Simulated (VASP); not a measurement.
# PbS (Fm-3m) in VASP: notebook, part 2 of 2

VASP 6.6.1. The steps go on from the part before.

### Step 5. Single point, r2SCAN+D4

POSCAR

```
PbS
1.0
    0.0000000000      2.9657500000      2.9657500000
    2.9657500000      0.0000000000      2.9657500000
    2.9657500000      2.9657500000      0.0000000000
Pb S
1 1
Direct
    0.0000000000      0.0000000000      0.0000000000
    0.5000000000      0.5000000000      0.5000000000
```

INCAR.step1

```
PREC     = Accurate       # precision mode
ENCUT    = 520            # plane-wave cutoff, eV
ISMEAR   = 0              # smearing method
SIGMA    = 0.01           # smearing width, eV
LREAL    = False          # projectors in reciprocal space
LASPH    = True           # aspherical terms in the spheres
NELM     = 80             # most SCF steps
NBANDS   = 17             # bands
GGA      = PE             # functional
ALGO     = Normal         # electronic algorithm
EDIFF    = 1E-4           # SCF threshold, eV
LWAVE    = True           # write WAVECAR
LCHARG   = False          # write CHGCAR
```

INCAR.step2

```
PREC     = Accurate       # precision mode
ENCUT    = 520            # plane-wave cutoff, eV
EDIFF    = 1E-6           # SCF threshold, eV
ISMEAR   = 0              # smearing method
SIGMA    = 0.01           # smearing width, eV
LREAL    = False          # projectors in reciprocal space
LASPH    = True           # aspherical terms in the spheres
NELM     = 80             # most SCF steps
ALGO     = Normal         # electronic algorithm
ISIF     = 2              # what is computed and relaxed
LWAVE    = False          # write WAVECAR
LCHARG   = False          # write CHGCAR
METAGGA  = R2SCAN         # meta-GGA
LMIXTAU  = True         
IVDW     = 13             # dispersion correction
VDW_S6   = 1.0          
VDW_S8   = 0.6018749    
VDW_A1   = 0.51559235   
VDW_A2   = 5.77342911   
NBANDS   = 17             # bands
ISTART   = 1
```

KPOINTS

```
Automatic mesh
0
Gamma
  8 8 8
```

Potentials or basis: VASP PAW PBE potentials, release 64 (Pb_d, S).

Command:

```
cat potpaw_PBE.64/Pb_d/POTCAR potpaw_PBE.64/S/POTCAR > POTCAR
cp INCAR.step1 INCAR
mpirun -np 1 vasp_std > vasp.out
cp INCAR.step2 INCAR
mpirun -np 1 vasp_std > vasp.out
```

OUTCAR:

```text
PREC = Accurate
   ENCUT = 520
   EDIFF = 1E-6
   ISMEAR = 0
   LREAL = False
   LASPH = True
   NELM = 80
   ISIF = 2
   METAGGA = R2SCAN
   IVDW = 13
   ISTART = 1

 ion  position               nearest neighbor table
   1  0.000  0.000  0.000-   2 2.97   2 2.97   2 2.97   2 2.97   2 2.97   2 2.97
   2  0.500  0.500  0.500-   1 2.97   1 2.97   1 2.97   1 2.97   1 2.97   1 2.97

  LATTYP: Found a face centered cubic cell.
 ALAT       =     5.9315000000

  Lattice vectors:

 A1 = (   0.0000000000,   2.9657500000,   2.9657500000)
 A2 = (   2.9657500000,   0.0000000000,   2.9657500000)
 A3 = (   2.9657500000,   2.9657500000,   0.0000000000)

Analysis of symmetry for initial positions (statically):
=====================================================================
 Subroutine PRICEL returns:
 Original cell was already a primitive cell.

 Routine SETGRP: Setting up the symmetry group for a
 face centered cubic supercell.

 Subroutine GETGRP returns: Found 48 space group operations
 (whereof 48 operations were pure point group operations)
 out of a pool of 48 trial point group operations.

The static configuration has the point symmetry O_h .

Analysis of symmetry for dynamics (positions and initial velocities):
=====================================================================
 Subroutine PRICEL returns:
 Original cell was already a primitive cell.

 Routine SETGRP: Setting up the symmetry group for a
 face centered cubic supercell.

 Subroutine GETGRP returns: Found 48 space group operations
 (whereof 48 operations were pure point group operations)
 out of a pool of 48 trial point group operations.

The dynamic configuration has the point symmetry O_h .

 Subroutine INISYM returns: Found 48 space group operations
 (whereof 48 operations are pure point group operations),
 and found     1 'primitive' translations

[... 112 lines left out ...]
   IMIX   =      4    mixing-type and parameters
     AMIX     =   0.40;   BMIX     =  1.00
     AMIX_MAG =   1.60;   BMIX_MAG =  1.00
  volume/ion in A,a.u.               =      26.09       176.04
  Fermi-wavevector in a.u.,A,eV,Ry     =   1.189251  2.247359 19.242973  1.414319
  Thomas-Fermi vector in A             =   2.325363
   LORBIT       =      0    0 simple, 1 ext, 2 COOP (PROOUT), +10 PAW based schemes
   METAGGA = R2SCAN    functional components
   LHFCALC =     F    Hartree Fock is set to
   AEXX    =    0.0000 exact exchange contribution
   IVDW    =    13    specifies the selected vdW correction
   LEPSILON=     F    determine dielectric tensor
   LRPA    =     F    only Hartree local field effects (RPA)
 non-spin polarized calculation
 Gauss-broadening in eV      SIGMA  =   0.01
  energy-cutoff  :      520.00
  volume of cell :       52.17
 maximum number of plane-waves:      1424
   NGX = 15   NGY = 15   NGZ = 15

 number of electron      19.9999998 magnetization

 Free energy of the ion-electron system (eV)
  ---------------------------------------------------
  ext. energy  EPLUGINS =         0.00000000
  ---------------------------------------------------
  free energy    TOTEN  =       -65.60728733 eV

  energy without entropy =      -65.60728733  energy(sigma->0) =      -65.60728733

 E-fermi :   5.8203     XC(G=0): -10.2554

 val. band max:        5.7100362382   @ k =   0.5000   0.0000   0.0000
 cond. band min:       6.3309557706   @ k =   0.5000   0.0000   0.0000
 fundamental gap:      0.6209195324
 Fermi energy:         5.8203393175

 k-point     1 :       0.0000    0.0000    0.0000
  band No.  band energies     occupation
      1     -11.7495      2.00000
      2     -11.7495      2.00000
      3     -11.7495      2.00000
      4     -11.7337      2.00000
      5     -11.7337      2.00000
      6      -8.5133      2.00000
[... 457 lines left out ...]
      4     -11.7208      2.00000
      5     -11.6996      2.00000
      6      -7.0214      2.00000
[... 9 lines left out ...]
     16      17.1371      0.00000
     17      17.5139      0.00000

 [... further k-points ...]

------------------------ aborting loop because EDIFF is reached ----------------------------------------

  DFT-D4 for vdW energy calculation

  Edisp (eV):   -0.26283

  FORCE on cell =-STRESS in cart. coord.  units (eV):
  Direction    XX          YY          ZZ          XY          YZ          ZX
  --------------------------------------------------------------------------------------
  -------------------------------------------------------------------------------------
  Total       0.18772     0.18772     0.18772     0.00000     0.00000     0.00000
  in kB       5.76480     5.76480     5.76480     0.00000     0.00000     0.00000
  external pressure =        5.76 kB  Pullay stress =        0.00 kB

 VOLUME and BASIS-vectors are now :
 -----------------------------------------------------------------------------
  energy-cutoff  :      520.00
  volume of cell :       52.17
      direct lattice vectors                 reciprocal lattice vectors
     0.000000000  2.965750000  2.965750000    -0.168591419  0.168591419  0.168591419
     2.965750000  0.000000000  2.965750000     0.168591419 -0.168591419  0.168591419
     2.965750000  2.965750000  0.000000000     0.168591419  0.168591419 -0.168591419

 POSITION                                       TOTAL-FORCE (eV/Angst)
 -----------------------------------------------------------------------------------
      0.00000      0.00000      0.00000         0.000000      0.000000     -0.000000
      2.96575      2.96575      2.96575         0.000000      0.000000      0.000000
 -----------------------------------------------------------------------------------
    total drift:                                0.000000     -0.000000     -0.000000

  FREE ENERGIE OF THE ION-ELECTRON SYSTEM (eV)
  ---------------------------------------------------
  free  energy   TOTEN  =       -65.8701170800 eV

  energy  without entropy=      -65.8701170800  energy(sigma->0) =      -65.87011708
```

OUTCAR.step1:

```text
PREC = Accurate
   ENCUT = 520
   ISMEAR = 0
   LREAL = False
   LASPH = True
[... 701 lines left out ...]
      0.00000      0.00000      0.00000         0.000000      0.000000     -0.000000
      2.96575      2.96575      2.96575         0.000000      0.000000      0.000000
 -----------------------------------------------------------------------------------
    total drift:                                0.000000     -0.000000     -0.000000

  FREE ENERGIE OF THE ION-ELECTRON SYSTEM (eV)
  ---------------------------------------------------
  free  energy   TOTEN  =        -8.7560448071 eV

  energy  without entropy=       -8.7560448071  energy(sigma->0) =       -8.75604481
```

OSZICAR.step1:

```text
N       E                     dE             d eps       ncg     rms          rms(c)
DAV:   1     0.158310098581E+03    0.15831E+03   -0.97832E+03   986   0.124E+03
DAV:   2     0.308606499655E+01   -0.15522E+03   -0.15021E+03  1048   0.313E+02
DAV:   3    -0.893653576525E+01   -0.12023E+02   -0.11913E+02  1290   0.912E+01
DAV:   4    -0.922811877771E+01   -0.29158E+00   -0.29133E+00  1250   0.157E+01
DAV:   5    -0.923876200665E+01   -0.10643E-01   -0.10642E-01  1463   0.292E+00    0.463E+00
DAV:   6    -0.875190432834E+01    0.48686E+00   -0.13801E+00  1565   0.799E+00    0.326E+00
DAV:   7    -0.875266210143E+01   -0.75777E-03   -0.14748E-01  1165   0.191E+00    0.186E+00
DAV:   8    -0.875633878827E+01   -0.36767E-02   -0.16412E-02  1183   0.138E+00    0.242E-01
DAV:   9    -0.875586742861E+01    0.47136E-03   -0.35059E-03  1524   0.517E-01    0.835E-02
DAV:  10    -0.875603558418E+01   -0.16816E-03   -0.36484E-04  1112   0.113E-01    0.511E-02
DAV:  11    -0.875604480712E+01   -0.92229E-05   -0.57484E-05   973   0.830E-02
   1 F= -.87560448E+01 E0= -.87560448E+01  d E =-.646822E-12
```

Run time: 65 s. Hardware: 1 thread of Intel Xeon Platinum 8259CL at 2.50GHz (Skylake/Cascade Lake), shared host; peak memory 0.19 GiB.

Results:

| Quantity | Value |
| --- | --- |
| Free energy | -65.8701 eV |
| Pressure | 0.6 GPa |
| Band gap on the k mesh | 0.62 eV |
| Dispersion energy per atom | -0.131 eV |

Levels at points of the mesh, in eV from the valence-band top:
| k point | band 8 | band 9 | band 10 | band 11 | band 12 | band 13 |
| --- | --- | --- | --- | --- | --- | --- |
| (0.00, 0.00, 0.00) | -2.34 | -2.34 | -2.34 | 5.55 | 5.55 | 5.55 |
| (0.50, 0.00, 0.00) | -1.94 | -1.94 | 0.00 | 0.62 | 2.17 | 2.17 |
| (0.50, 0.50, 0.00) | -5.39 | -3.62 | -3.62 | 4.14 | 6.00 | 6.08 |

Caveat: the PAW data sets were made with another functional, which shifts forces and pressure a little; spin-orbit coupling is left out, which moves the levels of the heavy elements. A k mesh can miss the band edges.

### Step 6. Single point, r2SCAN+D3(BJ)

POSCAR is that of step 5.

INCAR.step1

```
ALGO = Normal
EDIFF = 1E-4
ENCUT = 520
GGA = PE
ISMEAR = 0
LASPH = T
LCHARG = F
LREAL = F
LWAVE = T
NBANDS = 17
NELM = 60
PREC = Accurate
SIGMA = 0.01
```

INCAR.step2

```
ALGO = Normal
EDIFF = 1E-6
ENCUT = 520
ISIF = 2
ISMEAR = 0
ISTART = 1
IVDW = 12
LASPH = T
LCHARG = F
LMIXTAU = T
LREAL = F
LWAVE = F
METAGGA = R2SCAN
NBANDS = 17
NELM = 60
PREC = Accurate
SIGMA = 0.01
VDW_A1 = 0.49484001
VDW_A2 = 5.73083694
VDW_S6 = 1.0
VDW_S8 = 0.78981345
```

KPOINTS

```
k-points
0
Gamma
  8 8 8
```

Potentials or basis: VASP PAW PBE potentials, release 64 (Pb_d, S).

Command:

```
cat potpaw_PBE.64/Pb_d/POTCAR potpaw_PBE.64/S/POTCAR > POTCAR
cp INCAR.step1 INCAR
mpirun -np 1 vasp_std > vasp.out
cp INCAR.step2 INCAR
mpirun -np 1 vasp_std > vasp.out
```

It took 64 s on 1 thread of Intel Xeon Platinum 8259CL at 2.50GHz (Skylake/Cascade Lake), shared host; peak memory 0.2 GiB.

Results (log left out):

* Free energy: -65.9356 eV
* Pressure: 0.2 GPa
* Band gap on the k mesh: 0.62 eV
* Dispersion energy per atom: -0.164 eV

Levels at points of the mesh, in eV from the valence-band top:
```csv
k point,band 8,band 9,band 10,band 11,band 12,band 13
"(0.00, 0.00, 0.00)",-2.34,-2.34,-2.34,5.55,5.55,5.55
"(0.50, 0.00, 0.00)",-1.94,-1.94,0.00,0.62,2.17,2.17
"(0.50, 0.50, 0.00)",-5.39,-3.62,-3.62,4.14,6.00,6.08
```

Caveat: the PAW data sets were made with another functional, which shifts forces and pressure a little; spin-orbit coupling is left out, which moves the levels of the heavy elements.

### Step 7. The runs side by side

| level | potentials or basis | cell | k mesh | smearing | grid for exact exchange (PRECFOCK) | share of exact exchange | gap on the mesh (eV) | pressure (GPa) |
| --- | --- | --- | --- | --- | --- | --- | --- | --- |
| r2SCAN-based global hybrid with 10 % exact exchange | VASP PAW PBE potentials, release 64 (Pb_d, S) | a = 4.194 Å, angles 60.0°, 2 atoms | 5 × 5 × 5 | fermi-dirac 0.05 eV | Normal | 0.1 | - | 0.9 |
| r2SCAN-based global hybrid with 15 % exact exchange | VASP PAW PBE potentials, release 64 (Pb_d, S) | a = 4.194 Å, angles 60.0°, 2 atoms | 5 × 5 × 5 | fermi-dirac 0.05 eV | Normal | 0.15 | - | 0.8 |
| LDA | VASP PAW LDA potentials, release 64 (Pb_d, S) | a = 3.894 Å, angles 60.0°, 2 atoms | 8 × 8 × 8 | gaussian 0.1 eV | - | - | 0.87 | 16.9 |
| r2SCAN+D4 | VASP PAW PBE potentials, release 64 (Pb_d, S) | a = 4.194 Å, angles 60.0°, 2 atoms | 8 × 8 × 8 | gaussian 0.01 eV | - | - | 0.62 | 0.6 |
| r2SCAN+D3(BJ) | VASP PAW PBE potentials, release 64 (Pb_d, S) | a = 4.194 Å, angles 60.0°, 2 atoms | 8 × 8 × 8 | gaussian 0.01 eV | - | - | 0.62 | 0.2 |

Alike in all rows: task single point; no spin polarisation; cutoff (eV) 520.

Caveats: spin-orbit coupling is left out, which moves the levels of the heavy elements; the PAW data sets were made with another functional, which shifts forces and pressure a little (at least some runs); the cell stands under pressure (at least some runs).

Total energies depend on the potentials used, so only differences within one code and one set of settings carry meaning.
